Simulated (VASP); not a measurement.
# Sc (P6_3/mmc) in VASP: notebook

Runs on Sc. Level: PBE. Tasks: single point.

Program: VASP 6.6.1. These are calculated values, not measurements. Logs are shortened: lines on timing, memory, paths and dates and some standing lists are left out, and cuts for length are marked.

### 1 The cell of the first run

The structure is hexagonal, space group P6_3/mmc (No. 194). Conventional cell: a = 2.876 Å, b = 2.876 Å, c = 4.485 Å, α = 90.00°, β = 90.00°, γ = 120.00°. Sc (site symmetry -6m2) has 12 Sc at 2.79 to 2.88 Å within 3.7 Å.

### 2 Single point, PBE (volume scaled by 0.65)

File INCAR:

```
PREC     = Accurate       # precision mode
ENCUT    = 520            # plane-wave cutoff, eV
EDIFF    = 1E-6           # SCF threshold, eV
ISMEAR   = -1             # smearing method
SIGMA    = 0.08           # smearing width, eV
LREAL    = False          # projectors in reciprocal space
LASPH    = True           # aspherical terms in the spheres
NELM     = 60             # most SCF steps
ALGO     = Normal         # electronic algorithm
ISIF     = 2              # what is computed and relaxed
LWAVE    = False          # write WAVECAR
LCHARG   = True           # write CHGCAR
GGA      = PE             # functional
LELF     = True           # ELF
LVHAR    = True         
NBANDS   = 18             # bands
```

File KPOINTS:

```
Automatic mesh
0
Gamma
  13 13 7
```

File POSCAR:

```
Sc
1.0
    2.8756006708      0.0000000000      0.0000000000
   -1.4378003354      2.4903432320      0.0000000000
    0.0000000000      0.0000000000      4.4845066035
Sc
2
Direct
    0.3333333333      0.6666666667      0.2500000000
    0.6666666667      0.3333333333      0.7500000000
```

Potentials or basis: VASP PAW PBE potentials, release 64 (Sc_sv).

Run with:

```
> cat potpaw_PBE.64/Sc_sv/POTCAR > POTCAR
> mpirun -np 1 vasp_std > vasp.out
```

OUTCAR:

```text
PREC = Accurate
   ENCUT = 520
   EDIFF = 1E-6
   ISMEAR = -1
   LREAL = False
   LASPH = True
   NELM = 60
   ISIF = 2
   GGA = PE

 ion  position               nearest neighbor table
   1  0.333  0.667  0.250-   2 2.79   2 2.79   2 2.79   2 2.79   2 2.79   2 2.79
   2  0.667  0.333  0.750-   1 2.79   1 2.79   1 2.79   1 2.79   1 2.79   1 2.79

  LATTYP: Found a hexagonal cell.
 ALAT       =     2.8756006708
 C/A-ratio  =     1.5595025586

  Lattice vectors:

 A1 = (   2.8756006708,   0.0000000000,   0.0000000000)
 A2 = (  -1.4378003354,   2.4903432320,   0.0000000000)
 A3 = (   0.0000000000,   0.0000000000,   4.4845066035)

Analysis of symmetry for initial positions (statically):
=====================================================================
 Subroutine PRICEL returns:
 Original cell was already a primitive cell.

 Routine SETGRP: Setting up the symmetry group for a
 hexagonal supercell.

 Subroutine GETGRP returns: Found 24 space group operations
 (whereof 12 operations were pure point group operations)
 out of a pool of 24 trial point group operations.

The static configuration has the point symmetry D_3d.
 The point group associated with its full space group is D_6h.

Analysis of symmetry for dynamics (positions and initial velocities):
=====================================================================
 Subroutine PRICEL returns:
 Original cell was already a primitive cell.

 Routine SETGRP: Setting up the symmetry group for a
 hexagonal supercell.

 Subroutine GETGRP returns: Found 24 space group operations
 (whereof 12 operations were pure point group operations)
 out of a pool of 24 trial point group operations.

The dynamic configuration has the point symmetry D_3d.
 The point group associated with its full space group is D_6h.

 Subroutine INISYM returns: Found 24 space group operations
 (whereof 12 operations are pure point group operations),
 and found     1 'primitive' translations

----------------------------------------------------------------------------------------

                                     Primitive cell

  volume of cell :      32.1146

  direct lattice vectors                    reciprocal lattice vectors
     2.875600671  0.000000000  0.000000000     0.347753431  0.200775537  0.000000000
    -1.437800335  2.490343232  0.000000000     0.000000000  0.401551074  0.000000000
     0.000000000  0.000000000  4.484506603     0.000000000  0.000000000  0.222989972

  length of vectors
     2.875600671  2.875600671  4.484506603     0.401551074  0.401551074  0.222989972

  position of ions in fractional coordinates (direct lattice)
     0.333333333  0.666666667  0.250000000
     0.666666667  0.333333333  0.750000000

  ion indices of the primitive-cell ions
   primitive index   ion index
                 1           1
                 2           2

----------------------------------------------------------------------------------------

 KPOINTS: Automatic mesh

Automatic generation of k-mesh.
 Grid dimensions read from file:
 generate k-points for:   13   13    7

 Generating k-lattice:

  Cartesian coordinates                     Fractional coordinates (reciprocal lattice)
     0.026750264  0.015444272  0.000000000     0.076923077  0.000000000  0.000000000
     0.000000000  0.030888544  0.000000000     0.000000000  0.076923077  0.000000000
     0.000000000  0.000000000  0.031855710     0.000000000  0.000000000  0.142857143

  Length of vectors
     0.030888544  0.030888544  0.031855710

  Shift w.r.t. Gamma in fractional coordinates (k-lattice)
     0.000000000  0.000000000  0.000000000

 Subroutine IBZKPT returns following result:
 ===========================================

 Found     84 irreducible k-points:

 Following reciprocal coordinates:
            Coordinates               Weight
  0.000000  0.000000  0.000000      1.000000
  0.076923  0.000000  0.000000      6.000000
  0.153846  0.000000  0.000000      6.000000
  0.230769  0.000000  0.000000      6.000000
  0.307692  0.000000  0.000000      6.000000
  0.384615 -0.000000  0.000000      6.000000
[... 16 lines left out ...]
  0.076923  0.000000  0.142857     12.000000
  0.153846  0.000000  0.142857     12.000000
 [... further k-points ...]
   k-points           NKPTS =     84   k-points in BZ     NKDIM =     84   number of bands    NBANDS=     18
   number of dos      NEDOS =    301   number of ions     NIONS =      2
   total plane-waves  NPLWV =  20736
   dimension x,y,z NGX =    24 NGY =   24 NGZ =   36
   dimension x,y,z NGXF=    48 NGYF=   48 NGZF=   72
   ions per type =               2
   NGX,Y,Z   is equivalent  to a cutoff of  13.88, 13.88, 13.35 a.u.
   NGXF,Y,Z  is equivalent  to a cutoff of  27.75, 27.75, 26.69 a.u.
 SYSTEM =  unknown system
   PREC   = accura    normal or accurate (medium, high low for compatibility)
   ISTART =      0    job   : 0-new  1-cont  2-samecut
   ICHARG =      2    charge: 1-file 2-atom 10-const
   ISPIN  =      1    spin polarized calculation?
   LNONCOLLINEAR =      F non collinear calculations
   LSORBIT =      F    spin-orbit coupling
   LASPH  =      T    aspherical Exc in radial PAW
   ENCUT  =  520.0 eV  38.22 Ry    6.18 a.u.   5.35  5.35  8.34*2*pi/ulx,y,z
   NELM   =     60;   NELMIN=  2; NELMDL= -5     # of ELM steps
   EDIFF  = 0.1E-05   stopping-criterion for ELM
   LREAL  =      F    real-space projection
   EDIFFG = 0.1E-04   stopping-criterion for IOM
   NSW    =      0    number of steps for IOM
   IBRION =     -1    ionic relax: 0-MD 1-quasi-New 2-CG
   NFREE  =      0    steps in history (QN), initial steepest desc. (CG)
   ISIF   =      2    stress and relaxation
   ISYM   =      2    0-nonsym 1-usesym 2-fastsym
   POTIM  = 0.5000    time-step for ionic-motion
   TEBEG  =    0.0;   TEEND  =   0.0 temperature during run
   PSTRESS=    0.0 pullay stress
   NELECT =      22.0000    total number of electrons
   NUPDOWN=      -1.0000    fix difference up-down
   EMIN   =  10.00;   EMAX   =-10.00  energy-range for DOS
   EFERMI =   0.00;   METHOD = LEGACY
   ISMEAR =    -1;   SIGMA  =   0.08  broadening in eV -4-tet -1-fermi 0-gaus
   EFERMI_NEDOS =   21; number of points for ismear=-14 and -15
   IALGO  =     38    algorithm
   IMIX   =      4    mixing-type and parameters
     AMIX     =   0.40;   BMIX     =  1.00
     AMIX_MAG =   1.60;   BMIX_MAG =  1.00
  volume/ion in A,a.u.               =      16.06       108.36
  Fermi-wavevector in a.u.,A,eV,Ry     =   1.443161  2.727180 28.337056  2.082715
  Thomas-Fermi vector in A             =   2.561600
   LORBIT       =      0    0 simple, 1 ext, 2 COOP (PROOUT), +10 PAW based schemes
   GGA     = PE    functional components
   LHFCALC =     F    Hartree Fock is set to
   AEXX    =    0.0000 exact exchange contribution
   IVDW    =     0    specifies the selected vdW correction
   LEPSILON=     F    determine dielectric tensor
   LRPA    =     F    only Hartree local field effects (RPA)
 non-spin polarized calculation
  energy-cutoff  :      520.00
  volume of cell :       32.11
 maximum number of plane-waves:       881
 NGX is ok and might be reduce to    24
   NGX = 11   NGY = 11   NGZ = 17

 number of electron      22.0000002 magnetization

 Free energy of the ion-electron system (eV)
  ---------------------------------------------------
  ext. energy  EPLUGINS =         0.00000000
  ---------------------------------------------------
  free energy    TOTEN  =       -10.70707168 eV

  energy without entropy =      -10.64468863  energy(sigma->0) =      -10.67588016

 E-fermi :   6.6475     XC(G=0): -11.7524

 val. band max:        6.6279074107   @ k =   0.3846   0.2308   0.4286
 cond. band min:       6.6567021648   @ k =   0.2308   0.2308   0.2857
 fundamental gap:      0.0287947541
 Fermi energy:         6.6474506301

 k-point     1 :       0.0000    0.0000    0.0000
  band No.  band energies     occupation
      1     -41.9160      2.00000
      2     -41.5270      2.00000
      3     -21.3384      2.00000
      4     -20.0039      2.00000
      5     -20.0039      2.00000
      6     -19.7763      2.00000
[... 10 lines left out ...]
     17       9.9058      0.00000
     18       9.9058      0.00000

 k-point     2 :       0.0769    0.0000    0.0000
  band No.  band energies     occupation
      1     -41.9006      2.00000
      2     -41.5214      2.00000
      3     -21.3092      2.00000
      4     -20.0654      2.00000
      5     -20.0246      2.00000
      6     -19.8403      2.00000
[... 10 lines left out ...]
     17       9.7490      0.00000
     18       9.7615      0.00000

 k-point     3 :       0.1538    0.0000    0.0000
  band No.  band energies     occupation
      1     -41.8569      2.00000
      2     -41.5065      2.00000
      3     -21.2247      2.00000
      4     -20.2363      2.00000
      5     -20.0794      2.00000
      6     -20.0117      2.00000
[... 10 lines left out ...]
     17       9.8145      0.00000
     18       9.9971      0.00000

 k-point     4 :       0.2308    0.0000    0.0000
  band No.  band energies     occupation
      1     -41.7925      2.00000
      2     -41.4879      2.00000
      3     -21.0946      2.00000
      4     -20.4781      2.00000
      5     -20.2403      2.00000
      6     -20.1525      2.00000
[... 375 lines left out ...]
      4     -19.9928      2.00000
      5     -19.9928      2.00000
      6     -19.7876      2.00000
[... 10 lines left out ...]
     17      10.1883      0.00000
     18      10.1883      0.00000

 k-point    23 :       0.0769    0.0000    0.1429
  band No.  band energies     occupation
      1     -41.8824      2.00000
      2     -41.5408      2.00000
      3     -21.2379      2.00000
      4     -20.0521      2.00000
      5     -20.0127      2.00000
      6     -19.8866      2.00000
[... 10 lines left out ...]
     17      10.0942      0.00000
     18      10.1426      0.00000

 k-point    24 :       0.1538    0.0000    0.1429
  band No.  band energies     occupation
      1     -41.8401      2.00000
      2     -41.5244      2.00000
      3     -21.1665      2.00000
      4     -20.2169      2.00000
      5     -20.0670      2.00000
      6     -20.0659      2.00000
[... 10 lines left out ...]
     17      10.0561      0.00000
     18      10.2337      0.00000

 [... further k-points ...]

------------------------ aborting loop because EDIFF is reached ----------------------------------------

  FORCE on cell =-STRESS in cart. coord.  units (eV):
  Direction    XX          YY          ZZ          XY          YZ          ZX
  --------------------------------------------------------------------------------------
  -------------------------------------------------------------------------------------
  Total        8.9501883      8.9501883      8.9754854      0.0000000      0.0000000     -0.0000000
  in kB      446.5193688    446.5193688    447.7814250      0.0000000      0.0000000     -0.0000000
  external PRESSURE =     446.9400542 kB  Pullay stress =       0.0000000 kB

 VOLUME and BASIS-vectors are now :
 -----------------------------------------------------------------------------
  energy-cutoff  :      520.00
  volume of cell :       32.11
      direct lattice vectors                 reciprocal lattice vectors
     2.875600671  0.000000000  0.000000000     0.347753431  0.200775537  0.000000000
    -1.437800335  2.490343232  0.000000000     0.000000000  0.401551074  0.000000000
     0.000000000  0.000000000  4.484506603     0.000000000  0.000000000  0.222989972

 POSITION                                       TOTAL-FORCE (eV/Angst)
 -----------------------------------------------------------------------------------
     -0.00000      1.66023      1.12113        -0.000000      0.000000      0.000000
      1.43780      0.83011      3.36338         0.000000     -0.000000      0.000000
 -----------------------------------------------------------------------------------
    total drift:                               -0.000000      0.000000     -0.000000

  FREE ENERGIE OF THE ION-ELECTRON SYSTEM (eV)
  ---------------------------------------------------
  free  energy   TOTEN  =       -10.7070716838 eV

  energy  without entropy=      -10.6446886319  energy(sigma->0) =      -10.67588016
```

Run time: 26 s. Hardware: 1 thread of Intel Xeon Platinum 8488C (Sapphire Rapids), shared host; peak memory 0.18 GiB.

What came out:

```yaml
Free_energy: -10.7071 eV
Pressure: 44.7 GPa
Band_gap_on_the_k_mesh: zero (band 11 reaches 8.63 eV, above the bottom of band 12 at 6.06 eV)
```

Levels at points of the mesh, in eV from the Fermi level:
```
           k point  band 9  band 10  band 11  band 12  band 13  band 14
(0.00, 0.00, 0.00)   -5.56    -2.37     1.99     1.99     2.29     2.44
```

Caveat: the cell differs from its parent crystal (volume scaled by 0.65).

### 3 Single point, PBE

This run uses another cell than the first one, of 18.53 Å³/atom, 1.154 times its volume.

File INCAR:

```
PREC = Accurate
ENCUT = 520
EDIFF = 1E-7
ISMEAR = -1
SIGMA = 0.08
LREAL = F
LASPH = T
NELM = 80
ALGO = Normal
ISIF = 2
LWAVE = F
LCHARG = T
GGA = PE
LELF = T
LVHAR = T
NBANDS = 18
```

File KPOINTS:

```
regular mesh
0
Gamma
  13 13 7
```

File POSCAR:

```
Sc
1.0
    3.0246133111      0.0000000000      0.0000000000
   -1.5123066556      2.6193919641      0.0000000000
    0.0000000000      0.0000000000      4.6771361130
Sc
2
Direct
    0.3333333333      0.6666666667      0.2500000000
    0.6666666667      0.3333333333      0.7500000000
```

Potentials or basis: VASP PAW PBE potentials, release 64 (Sc_sv).

Run with:

```
> cat potpaw_PBE.64/Sc_sv/POTCAR > POTCAR
> mpirun -np 1 vasp_std > vasp.out
```

OUTCAR:

```text
PREC = Accurate
   ENCUT = 520
   EDIFF = 1E-7
   ISMEAR = -1
   LREAL = F
   LASPH = T
   NELM = 80
   ISIF = 2
   GGA = PE

 ion  position               nearest neighbor table
   1  0.333  0.667  0.250-   2 2.92   2 2.92   2 2.92   2 2.92   2 2.92   2 2.92
   2  0.667  0.333  0.750-   1 2.92   1 2.92   1 2.92   1 2.92   1 2.92   1 2.92

  LATTYP: Found a hexagonal cell.
 ALAT       =     3.0246133111
 C/A-ratio  =     1.5463583711

  Lattice vectors:

[... 692 lines left out ...]

------------------------ aborting loop because EDIFF is reached ----------------------------------------

  FORCE on cell =-STRESS in cart. coord.  units (eV):
  Direction    XX          YY          ZZ          XY          YZ          ZX
  --------------------------------------------------------------------------------------
  -------------------------------------------------------------------------------------
  Total        5.6899351      5.6899351      5.6943564     -0.0000000      0.0000000      0.0000000
  in kB      246.0183718    246.0183718    246.2095355     -0.0000000      0.0000000      0.0000000
  external PRESSURE =     246.0820930 kB  Pullay stress =       0.0000000 kB

 VOLUME and BASIS-vectors are now :
 -----------------------------------------------------------------------------
  energy-cutoff  :      520.00
  volume of cell :       37.06
      direct lattice vectors                 reciprocal lattice vectors
     3.024613311  0.000000000  0.000000000     0.330620776  0.190883994  0.000000000
    -1.512306656  2.619391964  0.000000000     0.000000000  0.381767988  0.000000000
     0.000000000  0.000000000  4.677136113     0.000000000  0.000000000  0.213806051

 POSITION                                       TOTAL-FORCE (eV/Angst)
 -----------------------------------------------------------------------------------
     -0.00000      1.74626      1.16928        -0.000000     -0.000000      0.000000
      1.51231      0.87313      3.50785         0.000000      0.000000      0.000000
 -----------------------------------------------------------------------------------
    total drift:                               -0.000000      0.000000     -0.000000

  FREE ENERGIE OF THE ION-ELECTRON SYSTEM (eV)
  ---------------------------------------------------
  free  energy   TOTEN  =       -11.7562610783 eV

  energy  without entropy=      -11.6864487849  energy(sigma->0) =      -11.72135493
```

Wall time 29 s (1 thread of Intel Xeon Platinum 8488C (Sapphire Rapids), shared host); peak memory 0.18 GiB.

What came out:

```
Free energy            : -11.7563 eV
Pressure               : 24.6 GPa
Band gap on the k mesh : zero (band 11 reaches 7.16 eV, above the bottom of band 12 at 4.94 eV)
```
